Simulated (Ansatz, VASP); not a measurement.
# Two plane-wave programs on Sr

```
CELL_PARAMETERS angstrom
1.60981 4.02452 4.02452
4.02452 1.60981 4.02452
4.02452 4.02452 1.60981
ATOMIC_POSITIONS crystal
Sr 0.00000 0.00000 0.00000
```

Alike in both runs: task single point; functional PBEsol; k mesh 10 × 10 × 10; occupations gaussian, width 0.03 eV; no spin polarisation.

|  | VASP | Ansatz |
| --- | --- | --- |
| version | VASP 6.6.1 | Ansatz 0.2.0 |
| potentials or method | VASP PAW PBE potentials, release 64 (Sr_sv), cutoff 520 eV | scalar-relativistic, plane waves, PAW |
| valence electrons in the cell | 10 | 10 |

```csv
,VASP,Ansatz,Ansatz less VASP
gap on the k mesh at the Fermi level (eV),none,none,-
pressure (GPa),5.1,5.1,-0.04
"traceless stress, the component that is largest in VASP (GPa)",-4.30,-4.30,+0.007
```

VASP's potentials were made for PBE, not for PBEsol. A gap of «none» marks a metal or a gap that the smearing closes. The functional is the same, so the differences come from potentials, cutoffs and numerics.
